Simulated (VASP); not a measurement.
Write the native input for VASP 6.6.1 that does the following.

| Quantity | Value |
| --- | --- |
| Task | single point |
| Functional | PBE |
| Potentials or basis | VASP PAW PBE potentials, release 64 (Ag, I) |
| Cutoff | 500 eV |
| k mesh | 6 × 6 × 4 |
| Occupations | gaussian, width 0.02 eV |
| Spin | no spin polarisation |
| Dipole correction | no |
| Further INCAR settings | ALGO = Normal; EDIFF = 1e-06; NBANDS = 26 |

The structure of AgI lies in POSCAR:

```
AgI
1.0
    4.8971696966      0.0000000000      0.0000000000
   -2.4485848483      4.2410733639      0.0000000000
    0.0000000000      0.0000000000      7.3208891302
Ag I
2 2
Direct
    0.3333333333      0.6666666667     -0.0084578572
    0.6666666667      0.3333333333      0.4915421428
    0.3333333333      0.6666666667      0.3883578572
    0.6666666667      0.3333333333      0.8883578572
```

This cell differs from its parent crystal: biaxial strain in the a-b plane: +4.5 %, then relaxed in part.

One way to write it, as run:

INCAR

```
ALGO = Normal
EDIFF = 1E-6
ENCUT = 500
GGA = PE
GGA_COMPAT = False
ISIF = 2
ISMEAR = 0
LASPH = True
LCHARG = False
LREAL = False
LWAVE = False
NBANDS = 26
NELM = 120
PREC = Accurate
SIGMA = 0.02
```

KPOINTS

```
k-points
0
Gamma
  6 6 4
```

Potentials or basis: VASP PAW PBE potentials, release 64 (Ag, I).

Launch:

```bash
$ cat potpaw_PBE.64/Ag/POTCAR potpaw_PBE.64/I/POTCAR > POTCAR
$ mpirun -np 1 vasp_std > vasp.out
```

Results of the run:

- Pressure: -1.2 GPa
- Band gap on the k mesh: 1.41 eV, direct

Caveat: the cell differs from its parent crystal (biaxial strain in the a-b plane: +4.5 %, then relaxed in part); spin-orbit coupling is left out, which moves the levels of the heavy elements.

It took 35 s on 1 thread of Intel(R) Xeon(R) 6975P-C (Granite Rapids), with other jobs on the host, peak memory 0.27 GiB.
